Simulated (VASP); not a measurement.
A run of VASP 6.6.1:

The input POSCAR:

```
Sn
1.0
    5.4463637950      0.0000000000      0.0000000000
   -2.7231818975      4.7166894048      0.0000000000
    0.0000000000      0.0000000000      3.1542949163
Sn
3
Direct
    0.0000000000      0.0000000000      0.0000000000
    0.3333333333      0.6666666667      0.5000000000
    0.6666666667      0.3333333333      0.5000000000
```

The input INCAR.step1:

```
SYSTEM = Sn
PREC = Accurate
ENCUT = 520
ISMEAR = 0
SIGMA = 0.1
LREAL = .FALSE.
LASPH = .TRUE.
NELM = 80
NBANDS = 28
GGA = PE
ALGO = Normal
EDIFF = 1E-4
LWAVE = .TRUE.
LCHARG = .FALSE.
```

Contents of INCAR.step2:

```
SYSTEM = Sn
PREC = Accurate
ENCUT = 520
EDIFF = 1E-6
ISMEAR = 0
SIGMA = 0.1
LREAL = .FALSE.
LASPH = .TRUE.
NELM = 80
ALGO = Normal
ISIF = 2
LWAVE = .FALSE.
LCHARG = .FALSE.
METAGGA = R2SCAN
LMIXTAU = .TRUE.
NBANDS = 28
ISTART = 1
```

Contents of KPOINTS:

```
regular mesh
0
G
  6 6 6
  0 0 0
```

Potentials or basis: VASP PAW PBE potentials, release 64 (Sn_d).

Launch:

```sh
$ cat potpaw_PBE.64/Sn_d/POTCAR > POTCAR
$ cp INCAR.step1 INCAR
$ mpirun -np 1 vasp_std > vasp.out
$ cp INCAR.step2 INCAR
$ mpirun -np 1 vasp_std > vasp.out
```

Hardware: 1 thread of Intel Xeon 8259CL, with other jobs on the host.

Task: Estimate the wall time of this run.

Result: It took 4.6 min on 1 thread of Intel Xeon 8259CL, with other jobs on the host, peak memory 0.23 GiB. Counts: k points 28.
